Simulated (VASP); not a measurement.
# CuO (C2/c) in VASP: single point with PBE

Aim: the single point of CuO with PBE.

Program: VASP 6.6.1. These are calculated values, not measurements. Logs are shortened: lines on timing, memory, paths and dates and some standing lists are left out, and cuts for length are marked.

## (1) The cell of the first run

Symmetry: C2/c, No. 15, monoclinic system. Conventional cell: a = 4.678 Å, b = 3.459 Å, c = 5.126 Å, α = 90.00°, β = 98.96°, γ = 90.00°. Within 2.5 Å of Cu (site symmetry -1) lie 4 O at 1.90 to 1.99 Å. O (site symmetry 2) has 4 Cu at 1.90 to 1.99 Å within 2.5 Å.

## (2) Single point, PBE, collinear spin, ferromagnetic start

File INCAR:

```
PREC     = Accurate       # precision mode
ENCUT    = 520            # plane-wave cutoff, eV
EDIFF    = 1E-6           # SCF threshold, eV
ISMEAR   = -1             # smearing method
SIGMA    = 0.02           # smearing width, eV
LREAL    = False          # projectors in reciprocal space
LASPH    = True           # aspherical terms in the spheres
NELM     = 150            # most SCF steps
ALGO     = Normal         # electronic algorithm
ISIF     = 2              # what is computed and relaxed
LWAVE    = False          # write WAVECAR
LCHARG   = False          # write CHGCAR
ISPIN    = 2              # spin polarisation
MAGMOM   = 1 1 0 0        # initial moments
LORBIT   = 11             # projections on sites
LMAXMIX  = 4              # l up to which the mixer works
GGA      = PE             # functional
NBANDS   = 29             # bands
```

File KPOINTS:

```
Automatic mesh
0
Gamma
  8 8 5
```

File POSCAR:

```
CuO
1.0
    2.3388000000     -1.7296500000      0.0000000000
    2.3388000000      1.7296500000      0.0000000000
   -0.7988100000      0.0000000000      5.0637800000
Cu O
2 2
Direct
    0.0000000000      0.5000000000      0.0000000000
    0.5000000000      0.0000000000      0.5000000000
    0.5479000000      0.4521000000      0.2500000000
    0.4521000000      0.5479000000      0.7500000000
```

Potentials or basis: VASP PAW PBE potentials, release 64 (Cu, O).

Command:

```console
> cat potpaw_PBE.64/Cu/POTCAR potpaw_PBE.64/O/POTCAR > POTCAR
> mpirun -np 1 vasp_std > vasp.out
```

OUTCAR:

```text
PREC = Accurate
   ENCUT = 520
   EDIFF = 1E-6
   ISMEAR = -1
   LREAL = False
   LASPH = True
   NELM = 150
   ISIF = 2
   ISPIN = 2
   LORBIT = 11
   GGA = PE

 ion  position               nearest neighbor table
   1  0.000  0.500  0.000-   3 1.90   4 1.90   4 1.99   3 1.99
   2  0.500  0.000  0.500-   4 1.90   3 1.90   4 1.99   3 1.99
   3  0.548  0.452  0.250-   2 1.90   1 1.90   2 1.99   1 1.99
   4  0.452  0.548  0.750-   1 1.90   2 1.90   2 1.99   1 1.99

  LATTYP: Found a base centered monoclinic cell.
 ALAT       =     4.6776000000
 B/A-ratio  =     0.7395459210
 C/A-ratio  =     1.0959463963
 COS(beta)  =    -0.1558228342

  Lattice vectors:

 A1 = (   2.3388000000,  -1.7296500000,   0.0000000000)
 A2 = (   2.3388000000,   1.7296500000,   0.0000000000)
 A3 = (  -0.7988100000,   0.0000000000,   5.0637800000)

Analysis of symmetry for initial positions (statically):
=====================================================================
 Subroutine PRICEL returns:
 Original cell was already a primitive cell.

 Routine SETGRP: Setting up the symmetry group for a
 base centered monoclinic supercell.

 Subroutine GETGRP returns: Found  4 space group operations
 (whereof  2 operations were pure point group operations)
 out of a pool of  4 trial point group operations.

The static configuration has the point symmetry S_2 .
 The point group associated with its full space group is C_2h.

Analysis of symmetry for dynamics (positions and initial velocities):
=====================================================================
 Subroutine PRICEL returns:
 Original cell was already a primitive cell.

 Routine SETGRP: Setting up the symmetry group for a
 base centered monoclinic supercell.

 Subroutine GETGRP returns: Found  4 space group operations
 (whereof  2 operations were pure point group operations)
 out of a pool of  4 trial point group operations.

The dynamic configuration has the point symmetry S_2 .
 The point group associated with its full space group is C_2h.

Analysis of structural, dynamic, and magnetic symmetry:
=====================================================================
 Subroutine PRICEL returns:
 Original cell was already a primitive cell.

 Routine SETGRP: Setting up the symmetry group for a
 base centered monoclinic supercell.

 Subroutine GETGRP returns: Found  4 space group operations
 (whereof  2 operations were pure point group operations)
 out of a pool of  4 trial point group operations.

The overall configuration has the point symmetry S_2 .
 The point group associated with its full space group is C_2h.

 Subroutine INISYM returns: Found  4 space group operations
 (whereof  2 operations are pure point group operations),
 and found     1 'primitive' translations

----------------------------------------------------------------------------------------

                                     Primitive cell

  volume of cell :      40.9691

  direct lattice vectors                    reciprocal lattice vectors
     2.338800000 -1.729650000  0.000000000     0.213784847 -0.289075825  0.033724505
     2.338800000  1.729650000  0.000000000     0.213784847  0.289075825  0.033724505
    -0.798810000  0.000000000  5.063780000     0.000000000  0.000000000  0.197480933

  length of vectors
     2.908895763  2.908895763  5.126398863     0.361117897  0.361117897  0.197480933

  position of ions in fractional coordinates (direct lattice)
     0.000000000  0.500000000  0.000000000
     0.500000000  0.000000000  0.500000000
     0.547900000  0.452100000  0.250000000
     0.452100000  0.547900000  0.750000000

  ion indices of the primitive-cell ions
   primitive index   ion index
                 1           1
                 2           2
                 3           3
                 4           4

----------------------------------------------------------------------------------------

 KPOINTS: Automatic mesh

Automatic generation of k-mesh.
 Grid dimensions read from file:
 generate k-points for:    8    8    5

 Generating k-lattice:

  Cartesian coordinates                     Fractional coordinates (reciprocal lattice)
     0.026723106 -0.036134478  0.004215563     0.125000000  0.000000000  0.000000000
     0.026723106  0.036134478  0.004215563     0.000000000  0.125000000  0.000000000
     0.000000000  0.000000000  0.039496187     0.000000000  0.000000000  0.200000000

  Length of vectors
     0.045139737  0.045139737  0.039496187

  Shift w.r.t. Gamma in fractional coordinates (k-lattice)
     0.000000000  0.000000000  0.000000000

 Subroutine IBZKPT returns following result:
 ===========================================

 Found     93 irreducible k-points:

 Following reciprocal coordinates:
            Coordinates               Weight
  0.000000  0.000000  0.000000      1.000000
  0.125000  0.000000 -0.000000      4.000000
  0.250000  0.000000 -0.000000      4.000000
  0.375000  0.000000  0.000000      4.000000
  0.500000  0.000000 -0.000000      2.000000
  0.125000  0.125000 -0.000000      2.000000
[... 16 lines left out ...]
  0.125000  0.000000  0.200000      4.000000
  0.250000  0.000000  0.200000      4.000000
 [... further k-points ...]
   k-points           NKPTS =     93   k-points in BZ     NKDIM =     93   number of bands    NBANDS=     29
   number of dos      NEDOS =    301   number of ions     NIONS =      4
   total plane-waves  NPLWV =  23040
   dimension x,y,z NGX =    24 NGY =   24 NGZ =   40
   dimension x,y,z NGXF=    48 NGYF=   48 NGZF=   80
   ions per type =               2   2
   NGX,Y,Z   is equivalent  to a cutoff of  13.72, 13.72, 12.97 a.u.
   NGXF,Y,Z  is equivalent  to a cutoff of  27.43, 27.43, 25.94 a.u.
 SYSTEM =  unknown system
   PREC   = accura    normal or accurate (medium, high low for compatibility)
   ISTART =      0    job   : 0-new  1-cont  2-samecut
   ICHARG =      2    charge: 1-file 2-atom 10-const
   ISPIN  =      2    spin polarized calculation?
   LNONCOLLINEAR =      F non collinear calculations
   LSORBIT =      F    spin-orbit coupling
   LASPH  =      T    aspherical Exc in radial PAW
   ENCUT  =  520.0 eV  38.22 Ry    6.18 a.u.   5.41  5.41  9.53*2*pi/ulx,y,z
   NELM   =    150;   NELMIN=  2; NELMDL= -5     # of ELM steps
   EDIFF  = 0.1E-05   stopping-criterion for ELM
   LREAL  =      F    real-space projection
   EDIFFG = 0.1E-04   stopping-criterion for IOM
   NSW    =      0    number of steps for IOM
   IBRION =     -1    ionic relax: 0-MD 1-quasi-New 2-CG
   NFREE  =      0    steps in history (QN), initial steepest desc. (CG)
   ISIF   =      2    stress and relaxation
   ISYM   =      2    0-nonsym 1-usesym 2-fastsym
   POTIM  = 0.5000    time-step for ionic-motion
   TEBEG  =    0.0;   TEEND  =   0.0 temperature during run
   PSTRESS=    0.0 pullay stress
   NELECT =      34.0000    total number of electrons
   NUPDOWN=      -1.0000    fix difference up-down
   EMIN   =  10.00;   EMAX   =-10.00  energy-range for DOS
   EFERMI =   0.00;   METHOD = LEGACY
   ISMEAR =    -1;   SIGMA  =   0.02  broadening in eV -4-tet -1-fermi 0-gaus
   EFERMI_NEDOS =   21; number of points for ismear=-14 and -15
   IALGO  =     38    algorithm
   IMIX   =      4    mixing-type and parameters
     AMIX     =   0.40;   BMIX     =  1.00
     AMIX_MAG =   1.60;   BMIX_MAG =  1.00
  volume/ion in A,a.u.               =      10.24        69.12
  Fermi-wavevector in a.u.,A,eV,Ry     =   1.538447  2.907242 32.202513  2.366818
  Thomas-Fermi vector in A             =   2.644814
   LORBIT       =     11    0 simple, 1 ext, 2 COOP (PROOUT), +10 PAW based schemes
   GGA     = PE    functional components
   LHFCALC =     F    Hartree Fock is set to
   AEXX    =    0.0000 exact exchange contribution
   IVDW    =     0    specifies the selected vdW correction
   LEPSILON=     F    determine dielectric tensor
   LRPA    =     F    only Hartree local field effects (RPA)
 spin polarized calculation
  energy-cutoff  :      520.00
  volume of cell :       40.97
 maximum number of plane-waves:      1133
 NGX is ok and might be reduce to    24
   NGX = 11   NGY = 11   NGZ = 19

 number of electron      34.0000013 magnetization       0.0005592

 number of electron      34.0000013 magnetization      -0.0003504

 Free energy of the ion-electron system (eV)
  ---------------------------------------------------
  ext. energy  EPLUGINS =         0.00000000
  ---------------------------------------------------
  free energy    TOTEN  =       -19.54180720 eV

  energy without entropy =      -19.53954290  energy(sigma->0) =      -19.54067505

 E-fermi :   5.6725     XC(G=0): -11.8297

 val. band max:        5.6389567450   @ k =   0.2500   0.0000  -0.0000
 cond. band min:       5.6746379012   @ k =  -0.2500   0.3750   0.4000
 fundamental gap:      0.0356811562
 Fermi energy:         5.6724768339

 spin component 1

 k-point     1 :       0.0000    0.0000    0.0000
  band No.  band energies     occupation
      1     -14.3733      1.00000
      2     -12.9961      1.00000
      3      -2.6310      1.00000
      4      -0.0387      1.00000
      5       0.4122      1.00000
      6       2.1673      1.00000
[... 21 lines left out ...]
     28      24.6386      0.00000
     29      26.2190      0.00000

 k-point     2 :       0.1250    0.0000   -0.0000
  band No.  band energies     occupation
      1     -14.2737      1.00000
      2     -12.9650      1.00000
      3      -2.4664      1.00000
      4      -0.0682      1.00000
      5       0.3743      1.00000
      6       1.1566      1.00000
[... 696 lines left out ...]
 k-point    24 :       0.2500    0.0000    0.2000
  band No.  band energies     occupation
      1     -13.9027      1.00000
      2     -13.0456      1.00000
      3      -1.7411      1.00000
      4      -0.4037      1.00000
      5       0.0008      1.00000
      6       0.3130      1.00000
[... 21 lines left out ...]
     28      25.1925      0.00000
     29      26.6988      0.00000

 [... further k-points ...]

 spin component 2

 k-point     1 :       0.0000    0.0000    0.0000
  band No.  band energies     occupation
      1     -14.3735      1.00000
      2     -12.9962      1.00000
      3      -2.6313      1.00000
      4      -0.0388      1.00000
      5       0.4121      1.00000
      6       2.1673      1.00000
[... 21 lines left out ...]
     28      24.6386      0.00000
     29      26.2189      0.00000

 k-point     2 :       0.1250    0.0000   -0.0000
  band No.  band energies     occupation
      1     -14.2739      1.00000
      2     -12.9652      1.00000
      3      -2.4668      1.00000
      4      -0.0683      1.00000
      5       0.3742      1.00000
      6       1.1566      1.00000
[... 696 lines left out ...]
 k-point    24 :       0.2500    0.0000    0.2000
  band No.  band energies     occupation
      1     -13.9028      1.00000
      2     -13.0458      1.00000
      3      -1.7414      1.00000
      4      -0.4037      1.00000
      5       0.0007      1.00000
      6       0.3129      1.00000
[... 21 lines left out ...]
     28      25.1925      0.00000
     29      26.6987      0.00000

 [... further k-points ...]
[... 5 lines left out ...]
  --------------------------------------------------------------------------------------
  -------------------------------------------------------------------------------------
  Total        1.5997776      2.4628189      2.4505232      0.0000000      0.0000000      0.7807135
  in kB       62.5624920     96.3134463     95.8325979      0.0000000      0.0000000     30.5313587
  external PRESSURE =      84.9028454 kB  Pullay stress =       0.0000000 kB

 VOLUME and BASIS-vectors are now :
 -----------------------------------------------------------------------------
  energy-cutoff  :      520.00
  volume of cell :       40.97
      direct lattice vectors                 reciprocal lattice vectors
     2.338800000 -1.729650000  0.000000000     0.213784847 -0.289075825  0.033724505
     2.338800000  1.729650000  0.000000000     0.213784847  0.289075825  0.033724505
    -0.798810000  0.000000000  5.063780000     0.000000000  0.000000000  0.197480933

 POSITION                                       TOTAL-FORCE (eV/Angst)
 -----------------------------------------------------------------------------------
      1.16940      0.86482      0.00000        -0.000000      0.000000      0.000000
      0.76999     -0.86482      2.53189        -0.000000      0.000000      0.000000
      2.13910     -0.16570      1.26595        -0.000000     -0.304164      0.000000
      1.73969      0.16570      3.79784         0.000000      0.304164      0.000000
 -----------------------------------------------------------------------------------
    total drift:                                0.000000      0.000000     -0.000000

  FREE ENERGIE OF THE ION-ELECTRON SYSTEM (eV)
  ---------------------------------------------------
  free  energy   TOTEN  =       -19.5418071954 eV

  energy  without entropy=      -19.5395428961  energy(sigma->0) =      -19.54067505

 total charge

# of ion       s       p       d       tot
------------------------------------------
    1        0.394   0.402   9.140   9.936
    2        0.394   0.402   9.140   9.936
    3        1.578   3.392   0.000   4.969
    4        1.578   3.392   0.000   4.969
--------------------------------------------------
tot          3.943   7.587  18.280  29.810

 magnetization (x)

# of ion       s       p       d       tot
------------------------------------------
    1       -0.000  -0.000  -0.000  -0.000
    2       -0.000  -0.000  -0.000  -0.000
    3       -0.000  -0.000   0.000  -0.000
    4       -0.000  -0.000   0.000  -0.000
--------------------------------------------------
tot         -0.000  -0.000  -0.000  -0.000
```

Run time: 5.6 min. Hardware: 1 thread of Intel Xeon 6975P-C, shared host; peak memory 0.29 GiB.

What came out:

```yaml
Free_energy: -19.5418 eV
Pressure: 8.5 GPa
Largest_force: 0.304 eV/Å
Band_gap_on_the_k_mesh: zero (filled and empty bands overlap)
Net_moment: 0.00 μB per cell
Valence_electrons_inside_the_program's_atomic_spheres: Cu 9.94; O 4.97
```

Forces on the atoms (eV/Å):
```
Cu   0.000  0.000  0.000
Cu   0.000  0.000  0.000
O    0.000 -0.304  0.000
O    0.000  0.304  0.000
```

Caveat: semilocal functionals often make such compounds metallic where correlation or magnetic order opens a gap, which also shifts bond lengths. With open d or f shells a metallic result of PBE can be an artefact of self-interaction; +U or a hybrid may open a gap.
